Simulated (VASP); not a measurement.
# Ir (I4/mmm) in VASP: notebook

Ir is run at these levels: PBE; tasks: single point.

Program: VASP 6.6.1. These are calculated values, not measurements. Logs are shortened: lines on timing, memory, paths and dates and some standing lists are left out, and cuts for length are marked.

### Step 1. The cell of the first run

Symmetry: I4/mmm, No. 139, tetragonal system. The conventional cell has a = 2.661 Å, b = 2.661 Å, c = 3.839 Å, α = 90.00°, β = 90.00°, γ = 90.00°. Within 3.5 Å of Ir (site symmetry 4/mmm) lie 12 Ir at 2.66 to 2.69 Å.

### Step 2. Single point, PBE (equal xx and yy strain of -2 %)

Input file INCAR:

```
SYSTEM = Ir
ALGO = Normal ; EDIFF = 1E-6
ENCUT = 520 ; GGA = PE
ISIF = 2 ; ISMEAR = -1
LASPH = .TRUE. ; LCHARG = .FALSE.
LREAL = .FALSE. ; LWAVE = .FALSE.
NBANDS = 10 ; NELM = 100
PREC = Accurate ; SIGMA = 0.05
```

Input file KPOINTS:

```
k-points
0
G
  15 15 15
  0 0 0
```

Input file POSCAR:

```
Ir
1.0
    0.0000000000      1.8813060000      1.9197000000
    1.8813060000      0.0000000000      1.9197000000
    1.8813060000      1.8813060000      0.0000000000
Ir
1
Direct
    0.0000000000      0.0000000000      0.0000000000
```

Potentials or basis: VASP PAW PBE potentials, release 64 (Ir).

The run is started by

```sh
$ cat potpaw_PBE.64/Ir/POTCAR > POTCAR
$ mpirun -np 1 vasp_std > vasp.out
```

OUTCAR:

```text
SYSTEM = Ir
   EDIFF = 1E-6
   ENCUT = 520
   GGA = PE
   ISIF = 2
   ISMEAR = -1
   LASPH = .TRUE.
   LREAL = .FALSE.
   NELM = 100
   PREC = Accurate

 ion  position               nearest neighbor table
   1  0.000  0.000  0.000-

  LATTYP: Found a body centered tetragonal cell.
 ALAT       =     2.6605684602
 C/A-ratio  =     1.4430750636

  Lattice vectors:

 A1 = (  -1.8813060000,   0.0000000000,   1.9197000000)
 A2 = (   1.8813060000,   0.0000000000,   1.9197000000)
 A3 = (   0.0000000000,   1.8813060000,  -1.9197000000)

Analysis of symmetry for initial positions (statically):
=====================================================================
 Subroutine PRICEL returns:
 Original cell was already a primitive cell.

 Routine SETGRP: Setting up the symmetry group for a
 body centered tetragonal supercell.

 Subroutine GETGRP returns: Found 16 space group operations
 (whereof 16 operations were pure point group operations)
 out of a pool of 16 trial point group operations.

The static configuration has the point symmetry D_4h.

Analysis of symmetry for dynamics (positions and initial velocities):
=====================================================================
 Subroutine PRICEL returns:
 Original cell was already a primitive cell.

 Routine SETGRP: Setting up the symmetry group for a
 body centered tetragonal supercell.

 Subroutine GETGRP returns: Found 16 space group operations
 (whereof 16 operations were pure point group operations)
 out of a pool of 16 trial point group operations.

The dynamic configuration has the point symmetry D_4h.

 Subroutine INISYM returns: Found 16 space group operations
 (whereof 16 operations are pure point group operations),
 and found     1 'primitive' translations

----------------------------------------------------------------------------------------

                                     Primitive cell

  volume of cell :      13.5888

  direct lattice vectors                    reciprocal lattice vectors
     0.000000000  1.881306000  1.919700000    -0.265772820  0.265772820  0.260457363
     1.881306000  0.000000000  1.919700000     0.265772820 -0.265772820  0.260457363
     1.881306000  1.881306000  0.000000000     0.265772820  0.265772820 -0.260457363

  length of vectors
     2.687854229  2.687854229  2.660568460     0.457283743  0.457283743  0.457283743

  position of ions in fractional coordinates (direct lattice)
     0.000000000  0.000000000  0.000000000

  ion indices of the primitive-cell ions
   primitive index   ion index
                 1           1

----------------------------------------------------------------------------------------

 KPOINTS: k-points

Automatic generation of k-mesh.
 Grid dimensions read from file:
 generate k-points for:   15   15   15

 Generating k-lattice:

  Cartesian coordinates                     Fractional coordinates (reciprocal lattice)
    -0.017718188  0.017718188  0.017363824     0.066666667 -0.000000000  0.000000000
     0.017718188 -0.017718188  0.017363824    -0.000000000  0.066666667  0.000000000
     0.017718188  0.017718188 -0.017363824     0.000000000  0.000000000  0.066666667

  Length of vectors
     0.030485583  0.030485583  0.030485583

  Shift w.r.t. Gamma in fractional coordinates (k-lattice)
     0.000000000  0.000000000  0.000000000

 Subroutine IBZKPT returns following result:
 ===========================================

 Found    288 irreducible k-points:

 Following reciprocal coordinates:
            Coordinates               Weight
  0.000000  0.000000  0.000000      1.000000
  0.066667 -0.000000  0.000000      8.000000
  0.133333  0.000000  0.000000      8.000000
  0.200000  0.000000  0.000000      8.000000
  0.266667  0.000000  0.000000      8.000000
  0.333333 -0.000000  0.000000      8.000000
[... 16 lines left out ...]
  0.133333  0.133333  0.000000      2.000000
  0.200000  0.133333  0.000000      8.000000
 [... further k-points ...]
   k-points           NKPTS =    288   k-points in BZ     NKDIM =    288   number of bands    NBANDS=     10
   number of dos      NEDOS =    301   number of ions     NIONS =      1
   total plane-waves  NPLWV =   8000
   dimension x,y,z NGX =    20 NGY =   20 NGZ =   20
   dimension x,y,z NGXF=    40 NGYF=   40 NGZF=   40
   ions per type =               1
   NGX,Y,Z   is equivalent  to a cutoff of  12.37, 12.37, 12.50 a.u.
   NGXF,Y,Z  is equivalent  to a cutoff of  24.74, 24.74, 24.99 a.u.
 SYSTEM =  Ir
   PREC   = accura    normal or accurate (medium, high low for compatibility)
   ISTART =      0    job   : 0-new  1-cont  2-samecut
   ICHARG =      2    charge: 1-file 2-atom 10-const
   ISPIN  =      1    spin polarized calculation?
   LNONCOLLINEAR =      F non collinear calculations
   LSORBIT =      F    spin-orbit coupling
   LASPH  =      T    aspherical Exc in radial PAW
   ENCUT  =  520.0 eV  38.22 Ry    6.18 a.u.   5.00  5.00  4.95*2*pi/ulx,y,z
   NELM   =    100;   NELMIN=  2; NELMDL= -5     # of ELM steps
   EDIFF  = 0.1E-05   stopping-criterion for ELM
   LREAL  =      F    real-space projection
   EDIFFG = 0.1E-04   stopping-criterion for IOM
   NSW    =      0    number of steps for IOM
   IBRION =     -1    ionic relax: 0-MD 1-quasi-New 2-CG
   NFREE  =      0    steps in history (QN), initial steepest desc. (CG)
   ISIF   =      2    stress and relaxation
   ISYM   =      2    0-nonsym 1-usesym 2-fastsym
   POTIM  = 0.5000    time-step for ionic-motion
   TEBEG  =    0.0;   TEEND  =   0.0 temperature during run
   PSTRESS=    0.0 pullay stress
   NELECT =       9.0000    total number of electrons
   NUPDOWN=      -1.0000    fix difference up-down
   EMIN   =  10.00;   EMAX   =-10.00  energy-range for DOS
   EFERMI =   0.00;   METHOD = LEGACY
   ISMEAR =    -1;   SIGMA  =   0.05  broadening in eV -4-tet -1-fermi 0-gaus
   EFERMI_NEDOS =   21; number of points for ismear=-14 and -15
   IALGO  =     38    algorithm
   IMIX   =      4    mixing-type and parameters
     AMIX     =   0.40;   BMIX     =  1.00
     AMIX_MAG =   1.60;   BMIX_MAG =  1.00
  volume/ion in A,a.u.               =      13.59        91.70
  Fermi-wavevector in a.u.,A,eV,Ry     =   1.427014  2.696666 27.706484  2.036369
  Thomas-Fermi vector in A             =   2.547229
   LORBIT       =      0    0 simple, 1 ext, 2 COOP (PROOUT), +10 PAW based schemes
   GGA     = PE    functional components
   LHFCALC =     F    Hartree Fock is set to
   AEXX    =    0.0000 exact exchange contribution
   IVDW    =     0    specifies the selected vdW correction
   LEPSILON=     F    determine dielectric tensor
   LRPA    =     F    only Hartree local field effects (RPA)
 non-spin polarized calculation
  energy-cutoff  :      520.00
  volume of cell :       13.59
 maximum number of plane-waves:       377
   NGX =  9   NGY =  9   NGZ =  9

 number of electron       9.0000001 magnetization

 Free energy of the ion-electron system (eV)
  ---------------------------------------------------
  ext. energy  EPLUGINS =         0.00000000
  ---------------------------------------------------
  free energy    TOTEN  =        -8.78010270 eV

  energy without entropy =       -8.77257107  energy(sigma->0) =       -8.77633688

 E-fermi :  11.1778     XC(G=0): -14.2294

 val. band max:       11.1772626809   @ k =  -0.4000   0.4667   0.0667
 cond. band min:      11.1817217540   @ k =  -0.3333   0.3333   0.0000
 fundamental gap:      0.0044590731
 Fermi energy:        11.1777689197

 k-point     1 :       0.0000    0.0000    0.0000
  band No.  band energies     occupation
      1      -0.4389      2.00000
      2       6.8035      2.00000
      3       7.0842      2.00000
      4       7.0842      2.00000
      5       9.6615      2.00000
      6      10.0415      2.00000
      7      25.3643      0.00000
      8      30.7370      0.00000
      9      31.4187      0.00000
     10      31.4187      0.00000

 k-point     2 :       0.0667   -0.0000    0.0000
  band No.  band energies     occupation
      1      -0.2327      2.00000
      2       6.7975      2.00000
      3       7.0675      2.00000
      4       7.1747      2.00000
      5       9.6096      2.00000
      6       9.9741      2.00000
      7      25.7271      0.00000
      8      30.1110      0.00000
      9      31.3504      0.00000
     10      31.7675      0.00000

 k-point     3 :       0.1333    0.0000    0.0000
  band No.  band energies     occupation
      1       0.3526      2.00000
      2       6.5963      2.00000
      3       7.2149      2.00000
      4       7.3985      2.00000
      5       9.5304      2.00000
      6       9.8412      2.00000
      7      26.6693      0.00000
      8      28.3488      0.00000
      9      32.2826      0.00000
     10      32.7672      0.00000

 k-point     4 :       0.2000    0.0000    0.0000
  band No.  band energies     occupation
      1       1.1947      2.00000
      2       6.3920      2.00000
      3       7.3548      2.00000
      4       7.5913      2.00000
      5       9.6460      2.00000
      6       9.8519      2.00000
      7      26.3788      0.00000
      8      27.9068      0.00000
      9      33.7766      0.00000
     10      34.2771      0.00000

 k-point     5 :       0.2667    0.0000    0.0000
  band No.  band energies     occupation
      1       2.0198      2.00000
      2       6.5584      2.00000
      3       7.2800      2.00000
      4       7.5631      2.00000
      5      10.1397      2.00000
      6      10.2222      2.00000
      7      24.6169      0.00000
      8      27.9926      0.00000
      9      35.3902      0.00000
     10      35.7774      0.00000

 k-point     6 :       0.3333   -0.0000    0.0000
  band No.  band energies     occupation
      1       2.4868      2.00000
      2       7.0647      2.00000
      3       7.3648      2.00000
      4       7.4284      2.00000
      5      10.8720      1.99560
      6      10.8911      1.99355
      7      22.7086      0.00000
      8      26.7567      0.00000
      9      34.1687      0.00000
     10      34.3510      0.00000

 k-point     7 :       0.4000    0.0000    0.0000
  band No.  band energies     occupation
      1       2.5976      2.00000
      2       6.8588      2.00000
      3       7.1574      2.00000
      4       8.8376      2.00000
      5      11.5363      0.00154
      6      11.6352      0.00021
      7      20.6456      0.00000
      8      25.5657      0.00000
      9      32.3008      0.00000
     10      32.5674      0.00000

 k-point     8 :       0.4667    0.0000    0.0000
  band No.  band energies     occupation
      1       2.5877      2.00000
      2       6.7393      2.00000
      3       7.0351      2.00000
      4      10.0609      2.00000
      5      11.9566      0.00000
      6      12.1037      0.00000
      7      19.0638      0.00000
      8      24.9743      0.00000
      9      31.2450      0.00000
     10      31.5653      0.00000

 k-point     9 :       0.0667    0.0667    0.0000
  band No.  band energies     occupation
      1      -0.1709      2.00000
      2       6.6018      2.00000
      3       7.2419      2.00000
      4       7.2419      2.00000
      5       9.4113      2.00000
      6      10.1190      2.00000
      7      25.8381      0.00000
      8      30.1651      0.00000
      9      31.5221      0.00000
     10      31.5221      0.00000
[... 118 lines left out ...]
 k-point    19 :      -0.2667    0.0667    0.0000
  band No.  band energies     occupation
      1       2.4183      2.00000
      2       6.5092      2.00000
      3       7.2110      2.00000
      4       7.6242      2.00000
      5       9.9178      2.00000
      6      11.0762      1.76818
      7      24.1095      0.00000
      8      27.8522      0.00000
      9      33.1616      0.00000
     10      34.6519      0.00000

 k-point    20 :      -0.2000    0.0667    0.0000
  band No.  band energies     occupation
      1       1.6759      2.00000
      2       6.2221      2.00000
      3       7.3723      2.00000
      4       7.7408      2.00000
      5       9.4256      2.00000
      6      10.3314      2.00000
      7      25.9201      0.00000
      8      28.3253      0.00000
      9      32.7214      0.00000
     10      35.2808      0.00000

 k-point    21 :      -0.1333    0.0667    0.0000
  band No.  band energies     occupation
      1       0.7972      2.00000
      2       6.4119      2.00000
      3       7.3261      2.00000
      4       7.5637      2.00000
      5       9.4302      2.00000
      6       9.8934      2.00000
      7      27.2894      0.00000
      8      27.7878      0.00000
      9      31.6687      0.00000
     10      34.1412      0.00000

 k-point    22 :      -0.0667    0.0667    0.0000
  band No.  band energies     occupation
      1       0.1083      2.00000
      2       6.7410      2.00000
      3       7.0966      2.00000
      4       7.3005      2.00000
      5       9.7063      2.00000
      6       9.7259      2.00000
      7      26.3067      0.00000
      8      29.3282      0.00000
      9      31.0264      0.00000
     10      32.6680      0.00000

 k-point    23 :       0.1333    0.1333    0.0000
  band No.  band energies     occupation
      1       0.5959      2.00000
      2       6.0697      2.00000
      3       7.7091      2.00000
      4       7.7091      2.00000
      5       8.7629      2.00000
      6      10.3425      2.00000
      7      27.1692      0.00000
      8      29.4546      0.00000
      9      31.6297      0.00000
     10      31.6297      0.00000

 k-point    24 :       0.2000    0.1333    0.0000
  band No.  band energies     occupation
      1       1.2389      2.00000
      2       5.7658      2.00000
      3       7.8135      2.00000
      4       8.0224      2.00000
      5       8.6634      2.00000
      6      10.4902      2.00000
      7      28.1888      0.00000
      8      28.4530      0.00000
      9      31.7604      0.00000
     10      32.1883      0.00000

 [... further k-points ...]
[... 5 lines left out ...]
  --------------------------------------------------------------------------------------
  -------------------------------------------------------------------------------------
  Total        2.5772579      2.5772579      1.8185379      0.0000000      0.0000000     -0.0000000
  in kB      303.8688737    303.8688737    214.4127988      0.0000000      0.0000000     -0.0000000
  external PRESSURE =     274.0501820 kB  Pullay stress =       0.0000000 kB

 VOLUME and BASIS-vectors are now :
 -----------------------------------------------------------------------------
  energy-cutoff  :      520.00
  volume of cell :       13.59
      direct lattice vectors                 reciprocal lattice vectors
     0.000000000  1.881306000  1.919700000    -0.265772820  0.265772820  0.260457363
     1.881306000  0.000000000  1.919700000     0.265772820 -0.265772820  0.260457363
     1.881306000  1.881306000  0.000000000     0.265772820  0.265772820 -0.260457363

 POSITION                                       TOTAL-FORCE (eV/Angst)
 -----------------------------------------------------------------------------------
      0.00000      0.00000      0.00000         0.000000      0.000000      0.000000
 -----------------------------------------------------------------------------------
    total drift:                                0.000000     -0.000000      0.000000

  FREE ENERGIE OF THE ION-ELECTRON SYSTEM (eV)
  ---------------------------------------------------
  free  energy   TOTEN  =        -8.7801027002 eV

  energy  without entropy=       -8.7725710693  energy(sigma->0) =       -8.77633688
```

It took 42 s on 1 thread of Intel Xeon 8259CL, shared host; peak memory 0.16 GiB.

What came out:

```
Free energy            : -8.7801 eV
Pressure               : 27.4 GPa
Band gap on the k mesh : zero (an odd number of electrons rules out a gap without spin polarisation)
```

Stress tensor (GPa, compression positive):
```
30.39  0.00  0.00
 0.00 30.39  0.00
 0.00  0.00 21.44
```

Caveat: the cell differs from its parent crystal (equal xx and yy strain of -2 %); the cell stands under pressure; spin-orbit coupling is left out, which moves the levels of the heavy elements.

### Step 3. Single point, PBE (equal xx and yy strain of +1 %)

Input file INCAR:

```
  PREC = Accurate
  ENCUT = 520
  EDIFF = 1E-6
  ISMEAR = -1
  SIGMA = 0.05
  LREAL = F
  LASPH = T
  NELM = 80
  ALGO = Normal
  ISIF = 2
  LWAVE = F
  LCHARG = F
  GGA = PE
  NBANDS = 10
```

Input file KPOINTS:

```
regular mesh
0
Gamma
  15 15 15
```

Input file POSCAR:

```
Ir
1.0
    0.0000000000      1.9388970000      1.9197000000
    1.9388970000      0.0000000000      1.9197000000
    1.9388970000      1.9388970000      0.0000000000
Ir
1
Direct
    0.0000000000      0.0000000000      0.0000000000
```

Potentials or basis: VASP PAW PBE potentials, release 64 (Ir).

The run is started by

```sh
$ cat potpaw_PBE.64/Ir/POTCAR > POTCAR
$ mpirun -np 1 vasp_std > vasp.out
```

Run time: 49 s. Hardware: 1 thread of Intel Xeon 8259CL, shared host; peak memory 0.17 GiB.

It converged, with:

```
Free energy            : -8.8578 eV
Pressure               : 2.0 GPa
Band gap on the k mesh : zero (an odd number of electrons rules out a gap without spin polarisation)
```

Stress tensor (GPa, compression positive):
```
0.78 0.00 0.00
0.00 0.78 0.00
0.00 0.00 4.45
```

Levels at points of the mesh, in eV from the Fermi level:
| k point | band 1 | band 2 | band 3 | band 4 | band 5 | band 6 | band 7 | band 8 |
| --- | --- | --- | --- | --- | --- | --- | --- | --- |
| (0.00, 0.00, 0.00) | -10.95 | -3.85 | -3.85 | -3.73 | -1.29 | -1.13 | 14.32 | 19.69 |

Caveat: the cell differs from its parent crystal (equal xx and yy strain of +1 %); spin-orbit coupling is left out, which moves the levels of the heavy elements.

### Step 4. Single point, PBE (equal xx and yy strain of +3 %)

Input file INCAR:

```
PREC = Accurate
ENCUT = 520
EDIFF = 1E-6
ISMEAR = -1
SIGMA = 0.05
LREAL = False
LASPH = True
NELM = 80
ALGO = Normal
ISIF = 2
LWAVE = False
LCHARG = False
GGA = PE
NBANDS = 10
```

KPOINTS is that of step 3.

Input file POSCAR:

```
Ir
1.0
    0.0000000000      1.9772910000      1.9197000000
    1.9772910000      0.0000000000      1.9197000000
    1.9772910000      1.9772910000      0.0000000000
Ir
1
Direct
    0.0000000000      0.0000000000      0.0000000000
```

The run is started by

```sh
$ cat potpaw_PBE.64/Ir/POTCAR > POTCAR
$ mpirun -np 1 vasp_std > vasp.out
```

Run time: 53 s. Hardware: 1 thread of Intel Xeon 8259CL, shared host; peak memory 0.17 GiB.

The run converged. Its results:

* Free energy: -8.8335 eV
* Pressure: -10.6 GPa
* Band gap on the k mesh: zero (an odd number of electrons rules out a gap without spin polarisation)

Stress tensor (GPa, compression positive):
```
-13.73   0.00   0.00
  0.00 -13.73   0.00
  0.00   0.00  -4.33
```

Levels at points of the mesh, in eV from the Fermi level:
```
           k point  band 2  band 3  band 4  band 5  band 6  band 7
(0.00, 0.00, 0.00)   -3.69   -3.69   -3.34   -1.37   -0.91   14.41
```

Caveat: the cell differs from its parent crystal (equal xx and yy strain of +3 %); the cell stands under tension; spin-orbit coupling is left out, which moves the levels of the heavy elements.

### Step 5. Overview

| cell | gap on the mesh (eV) | pressure (GPa) |
| --- | --- | --- |
| a = 2.688, b = 2.688, c = 2.661 Å, angles 60.3, 60.3, 59.3°, 1 atom | none | 27.4 |
| a = 2.728, b = 2.728, c = 2.742 Å, angles 59.8, 59.8, 60.3°, 1 atom | none | 2.0 |
| a = 2.756, b = 2.756, c = 2.796 Å, angles 59.5, 59.5, 61.0°, 1 atom | none | -10.6 |

Alike in all rows: task single point; level PBE; potentials or basis VASP PAW PBE potentials, release 64 (Ir); no spin polarisation; k mesh 15 × 15 × 15; cutoff (eV) 520; smearing fermi-dirac 0.05 eV.

Caveats: spin-orbit coupling is left out, which moves the levels of the heavy elements; the cell stands under pressure (at least some runs); the cell stands under tension (at least some runs).

Absolute energies hang on the potentials; compare differences alone.
